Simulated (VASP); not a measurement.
# Sr2VWO6 (Fm-3m) in VASP: single point with PBE+U

Aim: the single point of Sr2VWO6 with PBE+U.

Program: VASP 6.6.1. These are calculated values, not measurements. Logs are shortened: lines on timing, memory, paths and dates and some standing lists are left out, and cuts for length are marked.

## Step 1: The cell of the first run

The structure is cubic, space group Fm-3m (No. 225). The conventional cell has a = 7.923 Å, b = 7.923 Å, c = 7.923 Å, α = 90.00°, β = 90.00°, γ = 90.00°. Within 2.6 Å of W (site symmetry m-3m) lie 6 O at 1.98 Å. Sr (site symmetry -43m) has 12 O at 2.80 Å and 4 W at 3.43 Å and 4 V at 3.43 Å within 3.7 Å. Within 2.6 Å of O (site symmetry 4mm) lie 1 W at 1.98 Å and 1 V at 1.98 Å. Within 2.6 Å of V (site symmetry m-3m) lie 6 O at 1.98 Å.

## Step 2: Single point, PBE+U

The input, INCAR:

```
SYSTEM = Sr2VWO6
PREC     = Accurate       ! precision mode
ENCUT    = 520            ! plane-wave cutoff, eV
EDIFF    = 1E-6           ! SCF threshold, eV
ISMEAR   = 1              ! smearing method
SIGMA    = 0.0366         ! smearing width, eV
LREAL    = .False.        ! projectors in reciprocal space
LASPH    = .True.         ! aspherical terms in the spheres
NELM     = 150            ! most SCF steps
ALGO     = Normal         ! electronic algorithm
ISIF     = 2              ! what is computed and relaxed
LWAVE    = .False.        ! write WAVECAR
LCHARG   = .False.        ! write CHGCAR
LMAXMIX  = 4              ! l up to which the mixer works
LDAU     = .True.         ! DFT+U
LDAUTYPE = 2            
LDAUL    = 2 -1 -1 2      ! shell
LDAUU    = 3.09 0 0 4.37  ! U, eV
LDAUJ    = 0 0 0 0      
LDAUPRINT= 1            
GGA      = PE             ! functional
NBANDS   = 52             ! bands
```

The input, KPOINTS:

```
Automatic mesh
0
Gamma
  6 6 6
  0 0 0
```

The input, POSCAR:

```
Sr2VWO6
1.0
    0.0000000000      3.9616310000      3.9616310000
    3.9616310000      0.0000000000      3.9616310000
    3.9616310000      3.9616310000      0.0000000000
W Sr O V
1 2 6 1
Direct
    0.0000000000      0.0000000000      0.0000000000
    0.2500000000      0.2500000000      0.2500000000
    0.7500000000      0.7500000000      0.7500000000
    0.7500000000      0.2500000000      0.2500000000
    0.2500000000      0.7500000000      0.2500000000
    0.2500000000      0.7500000000      0.7500000000
    0.7500000000      0.2500000000      0.7500000000
    0.2500000000      0.2500000000      0.7500000000
    0.7500000000      0.7500000000      0.2500000000
    0.5000000000      0.5000000000      0.5000000000
```

Potentials or basis: VASP PAW PBE potentials, release 64 (W_sv, Sr_sv, O, V_sv).

On the command line:

```sh
cat potpaw_PBE.64/W_sv/POTCAR potpaw_PBE.64/Sr_sv/POTCAR potpaw_PBE.64/O/POTCAR potpaw_PBE.64/V_sv/POTCAR > POTCAR
mpirun -np 1 vasp_std > vasp.out
```

OUTCAR:

```text
SYSTEM = Sr2VWO6
   PREC = Accurate
   ENCUT = 520
   EDIFF = 1E-6
   ISMEAR = 1
   LREAL = .False.
   LASPH = .True.
   NELM = 150
   ISIF = 2
   GGA = PE

 ion  position               nearest neighbor table
   1  0.000  0.000  0.000-   4 1.98   5 1.98   6 1.98   7 1.98   8 1.98   9 1.98   3 3.43   3 3.43
                             2 3.43   3 3.43   3 3.43   2 3.43   2 3.43   2 3.43
   2  0.250  0.250  0.250-   4 2.80   5 2.80   8 2.80   6 2.80   7 2.80   8 2.80   5 2.80   6 2.80
                             9 2.80   4 2.80   7 2.80   9 2.80   1 3.43  10 3.43   1 3.43  10 3.43
   3  0.750  0.750  0.750-   6 2.80   7 2.80   9 2.80   4 2.80   5 2.80   9 2.80   4 2.80   7 2.80
                             8 2.80   5 2.80   6 2.80   8 2.80   1 3.43  10 3.43  10 3.43   1 3.43
   4  0.750  0.250  0.250-   1 1.98  10 1.98   2 2.80   3 2.80   3 2.80   2 2.80
   5  0.250  0.750  0.250-   1 1.98  10 1.98   2 2.80   3 2.80   2 2.80   3 2.80
   6  0.250  0.750  0.750-   1 1.98  10 1.98   3 2.80   2 2.80   2 2.80   3 2.80
   7  0.750  0.250  0.750-   1 1.98  10 1.98   3 2.80   2 2.80   3 2.80   2 2.80
   8  0.250  0.250  0.750-   1 1.98  10 1.98   2 2.80   2 2.80   3 2.80   3 2.80
   9  0.750  0.750  0.250-   1 1.98  10 1.98   3 2.80   3 2.80   2 2.80   2 2.80
  10  0.500  0.500  0.500-   4 1.98   5 1.98   6 1.98   7 1.98   8 1.98   9 1.98   2 3.43   2 3.43
                             2 3.43   3 3.43   2 3.43   3 3.43   3 3.43   3 3.43

  LATTYP: Found a face centered cubic cell.
 ALAT       =     7.9232620000

  Lattice vectors:

 A1 = (   0.0000000000,   3.9616310000,   3.9616310000)
 A2 = (   3.9616310000,   0.0000000000,   3.9616310000)
 A3 = (   3.9616310000,   3.9616310000,   0.0000000000)

Analysis of symmetry for initial positions (statically):
=====================================================================
 Subroutine PRICEL returns:
 Original cell was already a primitive cell.

 Routine SETGRP: Setting up the symmetry group for a
 face centered cubic supercell.

 Subroutine GETGRP returns: Found 48 space group operations
 (whereof 48 operations were pure point group operations)
 out of a pool of 48 trial point group operations.

The static configuration has the point symmetry O_h .

Analysis of symmetry for dynamics (positions and initial velocities):
=====================================================================
 Subroutine PRICEL returns:
 Original cell was already a primitive cell.
[... 216 lines left out ...]
  o =  0.2101  v =  0.0000  0.0000  0.0000  0.0000  0.0000  0.0000  0.0000 -0.9984  0.0000 -0.0565      0.0000  0.0000  0.0000  0.0000  0.0000  0.0000  0.0000  0.0000  0.0000  0.0000
  o =  0.3453  v =  0.0000  0.0000  0.0000  0.0000  0.0000  0.0000  0.2548 -0.0000 -0.9670 -0.0000      0.0000  0.0000  0.0000  0.0000  0.0000  0.0000  0.0000  0.0000  0.0000  0.0000
  o =  0.3453  v =  0.0000  0.2548 -0.0000 -0.9670 -0.0000  0.0000  0.0000  0.0000  0.0000  0.0000      0.0000  0.0000  0.0000  0.0000  0.0000  0.0000  0.0000  0.0000  0.0000  0.0000
  o =  0.3453  v =  0.0000  0.9670  0.0000  0.2548 -0.0000  0.0000  0.0000  0.0000  0.0000  0.0000      0.0000  0.0000  0.0000  0.0000  0.0000  0.0000  0.0000  0.0000  0.0000  0.0000
  o =  0.3453  v =  0.0000  0.0000  0.0000  0.0000  0.0000  0.0000  0.9670  0.0000  0.2548 -0.0000      0.0000  0.0000  0.0000  0.0000  0.0000  0.0000  0.0000  0.0000  0.0000  0.0000
  o =  0.3453  v =  0.0000  0.0000  0.0000  0.0000  0.0000  1.0000  0.0000  0.0000  0.0000  0.0000      0.0000  0.0000  0.0000  0.0000  0.0000  0.0000  0.0000  0.0000  0.0000  0.0000
  o =  0.3453  v =  1.0000  0.0000  0.0000  0.0000  0.0000  0.0000  0.0000  0.0000  0.0000  0.0000      0.0000  0.0000  0.0000  0.0000  0.0000  0.0000  0.0000  0.0000  0.0000  0.0000

 number of electron      83.0000049 magnetization

 Free energy of the ion-electron system (eV)
  ---------------------------------------------------
  ext. energy  EPLUGINS =         0.00000000
  ---------------------------------------------------
  free energy    TOTEN  =       -73.14918576 eV

  energy without entropy =      -73.14722233  energy(sigma->0) =      -73.14853128

 E-fermi :   7.0500     XC(G=0): -11.2811

 val. band max:        6.9677413442   @ k =   0.3333   0.1667   0.0000
 cond. band min:       7.0556286582   @ k =  -0.3333   0.3333   0.1667
 fundamental gap:      0.0878873140
 Fermi energy:         7.0500371316

 k-point     1 :       0.0000    0.0000    0.0000
  band No.  band energies     occupation
      1     -69.7894      2.00000
      2     -59.2386      2.00000
      3     -34.0184      2.00000
      4     -34.0184      2.00000
      5     -34.0184      2.00000
      6     -33.0830      2.00000
[... 869 lines left out ...]
     51      11.7453      0.00000
     52      11.8318      0.00000

------------------------ aborting loop because EDIFF is reached ----------------------------------------

  FORCE on cell =-STRESS in cart. coord.  units (eV):
  Direction    XX          YY          ZZ          XY          YZ          ZX
  --------------------------------------------------------------------------------------
  -------------------------------------------------------------------------------------
  Total        0.9319652      0.9319652      0.9319652     -0.0000000      0.0000000     -0.0000000
  in kB       12.0076554     12.0076554     12.0076554     -0.0000000      0.0000000     -0.0000000
  external PRESSURE =      12.0076554 kB  Pullay stress =       0.0000000 kB

 VOLUME and BASIS-vectors are now :
 -----------------------------------------------------------------------------
  energy-cutoff  :      520.00
  volume of cell :      124.35
      direct lattice vectors                 reciprocal lattice vectors
     0.000000000  3.961631000  3.961631000    -0.126210644  0.126210644  0.126210644
     3.961631000  0.000000000  3.961631000     0.126210644 -0.126210644  0.126210644
     3.961631000  3.961631000  0.000000000     0.126210644  0.126210644 -0.126210644

 POSITION                                       TOTAL-FORCE (eV/Angst)
 -----------------------------------------------------------------------------------
      0.00000      0.00000      0.00000         0.000000      0.000000      0.000000
      1.98082      1.98082      1.98082         0.000000     -0.000000      0.000000
      5.94245      5.94245      5.94245         0.000000      0.000000      0.000000
      1.98082      3.96163      3.96163        -0.096714      0.000000      0.000000
      3.96163      1.98082      3.96163         0.000000     -0.096714      0.000000
      5.94245      3.96163      3.96163         0.096714      0.000000      0.000000
      3.96163      5.94245      3.96163         0.000000      0.096714      0.000000
      3.96163      3.96163      1.98082         0.000000      0.000000     -0.096714
      3.96163      3.96163      5.94245         0.000000      0.000000      0.096714
      3.96163      3.96163      3.96163         0.000000      0.000000     -0.000000
 -----------------------------------------------------------------------------------
    total drift:                               -0.000000      0.000000      0.000000

  FREE ENERGIE OF THE ION-ELECTRON SYSTEM (eV)
  ---------------------------------------------------
  free  energy   TOTEN  =       -73.1491857595 eV

  energy  without entropy=      -73.1472223278  energy(sigma->0) =      -73.14853128
```

OSZICAR:

```text
N       E                     dE             d eps       ncg     rms          rms(c)
DAV:   1     0.871895622628E+03    0.87190E+03   -0.44907E+04  1672   0.165E+03
DAV:   2    -0.180131947839E+02   -0.88991E+03   -0.86429E+03  1960   0.473E+02
DAV:   3    -0.872502221826E+02   -0.69237E+02   -0.68394E+02  2012   0.135E+02
DAV:   4    -0.903072394129E+02   -0.30570E+01   -0.30411E+01  2504   0.223E+01
DAV:   5    -0.904041914682E+02   -0.96952E-01   -0.96663E-01  2400   0.353E+00    0.525E+01
DAV:   6    -0.810027491042E+02    0.94014E+01   -0.18091E+02  2140   0.578E+01    0.348E+01
DAV:   7    -0.762544246483E+02    0.47483E+01   -0.64883E+01  2100   0.646E+01    0.234E+01
DAV:   8    -0.735219415275E+02    0.27325E+01   -0.27892E+01  1900   0.174E+01    0.123E+01
DAV:   9    -0.731307547373E+02    0.39119E+00   -0.24358E+00  1980   0.882E+00    0.228E+00
DAV:  10    -0.731429245658E+02   -0.12170E-01   -0.21069E-01  2372   0.239E+00    0.165E+00
DAV:  11    -0.731483017602E+02   -0.53772E-02   -0.17990E-02  2112   0.661E-01    0.516E-01
DAV:  12    -0.731489999138E+02   -0.69815E-03   -0.26595E-03  2100   0.252E-01    0.830E-02
DAV:  13    -0.731491581901E+02   -0.15828E-03   -0.46235E-04  2136   0.908E-02    0.478E-02
DAV:  14    -0.731491876447E+02   -0.29455E-04   -0.12137E-04  2172   0.532E-02    0.202E-02
DAV:  15    -0.731491880830E+02   -0.43824E-06   -0.66983E-05  1948   0.315E-02    0.222E-02
DAV:  16    -0.731491862936E+02    0.17894E-05   -0.31480E-05  1836   0.194E-02    0.679E-03
DAV:  17    -0.731491857595E+02    0.53408E-06   -0.76147E-06  1332   0.900E-03
   1 F= -.73149186E+02 E0= -.73148531E+02  d E =-.196343E-02
```

Run time: 2.3 min. Hardware: 1 thread of Intel Xeon Platinum 8375C at 2.90GHz (Ice Lake), shared host; peak memory 0.32 GiB.

Results:

* Free energy: -73.1492 eV
* Pressure: 1.2 GPa
* Band gap on the k mesh: zero (an odd number of electrons rules out a gap without spin polarisation)

Levels at points of the mesh, in eV from the Fermi level:
| k point | band 38 | band 39 | band 40 | band 41 | band 42 | band 43 | band 44 | band 45 |
| --- | --- | --- | --- | --- | --- | --- | --- | --- |
| (0.00, 0.00, 0.00) | -3.22 | -3.22 | -3.22 | -1.28 | -1.28 | -1.28 | 1.73 | 1.73 |
| (0.50, 0.00, 0.00) | -4.09 | -3.86 | -3.77 | 0.23 | 0.28 | 0.28 | 0.60 | 0.68 |
| (0.50, 0.50, 0.00) | -4.06 | -4.06 | -3.30 | -1.09 | 0.60 | 0.60 | 1.27 | 1.27 |

Eigenvalues of the final occupation matrices:
| site | spin | trace | eigenvalues |
| --- | --- | --- | --- |
| site 1 d | 1 | 1.56 | 0.31 0.31 0.31 0.32 0.32 |
| site 1 d | 2 | 1.56 | 0.31 0.31 0.31 0.32 0.32 |
| site 10 d | 1 | 1.46 | 0.21 0.21 0.35 0.35 0.35 |
| site 10 d | 2 | 1.46 | 0.21 0.21 0.35 0.35 0.35 |

Caveat: spin-orbit coupling is left out, which moves the levels of the heavy elements; an odd number of electrons without spin polarisation forces a metal; a magnetic or distorted state may lie lower; the run has no spin polarisation, though such a crystal can be magnetic; U without spin polarisation on a metal has little footing.
